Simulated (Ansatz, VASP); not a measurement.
**One calculation of Rh, two programs**

INCAR

```
ALGO = Fast
EDIFF = 1E-6
ENCUT = 520
GGA = PE
ISIF = 2
ISMEAR = 0
LASPH = True
LCHARG = True
LELF = True
LREAL = False
LVHAR = True
LWAVE = False
NBANDS = 22
NELM = 60
PREC = Accurate
SIGMA = 0.15
```

The input KPOINTS:

```
k-points
0
Gamma
  21 21 12
```

The input POSCAR:

```
Rh
1.0
    2.8077053556      0.0000000000      0.0000000000
   -1.4038526778      2.4315441643      0.0000000000
    0.0000000000      0.0000000000      4.2539543843
Rh
2
Direct
    0.6666666667      0.3333333333      0.7500000000
    0.3333333333      0.6666666667      0.2500000000
```

Input for Ansatz:

```yaml
crystal:
  lattice:
    - [2.8077053556, 0.0, 0.0]
    - [-1.4038526778, 2.4315441643, 0.0]
    - [0.0, 0.0, 4.2539543843]
  atoms:
    - { symbol: Rh, position: [0.6666666667, 0.3333333333, 0.75] }
    - { symbol: Rh, position: [0.3333333333, 0.6666666667, 0.25] }
basis:
  ecutwfc: 420
kpoints:
  mp_grid: { grid: [21, 21, 12] }
hamiltonian:
  xc: pbe
  pseudopotentials: { kind: paw, azcp: { folder: soft_1 } }
scf:
  occupations: { method: gaussian, width: 0.15 }
output:
  forces: true
  stress: true
  eigenvalues: true
```

Alike in both runs: task single point; functional PBE; k mesh 21 × 21 × 12; occupations gaussian, width 0.15 eV; no spin polarisation.

|  | VASP | Ansatz |
| --- | --- | --- |
| version | VASP 6.6.1 | Ansatz 0.2.0 |
| potentials or method | VASP PAW PBE potentials, release 64 (Rh_pv), cutoff 520 eV | scalar-relativistic, plane waves, PAW |
| valence electrons in the cell | 30 | 34 |

|  | VASP | Ansatz | Ansatz less VASP |
| --- | --- | --- | --- |
| gap on the k mesh at the Fermi level (eV) | none | none | - |
| pressure (GPa) | -5.5 | -5.5 | -0.06 |
| traceless stress, the component that is largest in VASP (GPa) | 8.56 | 8.56 | -0.002 |

A gap of «none» marks a metal or a gap that the smearing closes. The functional is the same, so the differences come from potentials, cutoffs and numerics. VASP's potentials hold 30 valence electrons a cell and Ansatz's 34, so a difference there can come from the potentials and not from the codes.
